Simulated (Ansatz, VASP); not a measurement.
Ag in VASP and in Ansatz

```
Ag
1.0
     2.83110    0.00000    0.00000
    -1.41555    2.45181    0.00000
     0.00000    0.00000    4.74785
Ag
2
Direct
  0.33333 0.66667 0.25000
  0.66667 0.33333 0.75000
```

Change from the starting cell: strain -0.025 along x and y, +0.000 along z, atoms carried along.

Alike in both runs: task single point; functional r2SCAN; k mesh 24 × 24 × 14; occupations gaussian, width 0.15 eV; no spin polarisation.

```csv
,VASP,Ansatz
version,VASP 6.6.1,Ansatz 0.2.0
potentials or method,"VASP PAW PBE potentials, release 64 (Ag), cutoff 520 eV","scalar-relativistic, plane waves, PAW"
valence electrons in the cell,22,38
```

|  | VASP | Ansatz | Ansatz less VASP |
| --- | --- | --- | --- |
| gap on the k mesh at the Fermi level (eV) | none | none | - |
| pressure (GPa) | 6.2 | 6.0 | -0.22 |
| traceless stress, the component that is largest in VASP (GPa) | -1.85 | -1.81 | +0.045 |

VASP's potentials were made for PBE, not for r2SCAN. A gap of «none» marks a metal or a gap that the smearing closes. VASP's potentials hold 22 valence electrons a cell and Ansatz's 38, so a difference there can come from the potentials and not from the codes.
